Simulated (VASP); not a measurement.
Here is a VASP 6.6.1 calculation.

Contents of INCAR:

```
SYSTEM = TePb
PREC = Accurate
ENCUT = 520
EDIFF = 1E-6
ISMEAR = 0
SIGMA = 0.05
LREAL = .False.
LASPH = .True.
NELM = 60
ALGO = Normal
ISIF = 2
LWAVE = .False.
LCHARG = .False.
GGA = PE
NBANDS = 17
```

Contents of KPOINTS:

```
regular mesh
0
Gamma
  6 6 6
  0 0 0
```

File POSCAR:

```
TePb
1.0
    3.9969434863      0.0000000000      0.0000000000
    0.0000000000      3.9969434863      0.0000000000
    0.0000000000      0.0000000000      3.9969434863
Te Pb
1 1
Direct
    0.5000000000      0.5000000000      0.5000000000
    0.0000000000      0.0000000000      0.0000000000
```

Potentials or basis: VASP PAW PBE potentials, release 64 (Te, Pb_d).

Launch:

```console
$ cat potpaw_PBE.64/Te/POTCAR potpaw_PBE.64/Pb_d/POTCAR > POTCAR
$ mpirun -np 1 vasp_std > vasp.out
```

Question: What does it give for the band gap on the k mesh?

Answer: Zero (band 10 reaches 6.63 eV, above the bottom of band 11 at 5.39 eV).

Question: Estimate the pressure.

Answer: -0.3 GPa.

Caveat: spin-orbit coupling is left out, which moves the levels of the heavy elements.
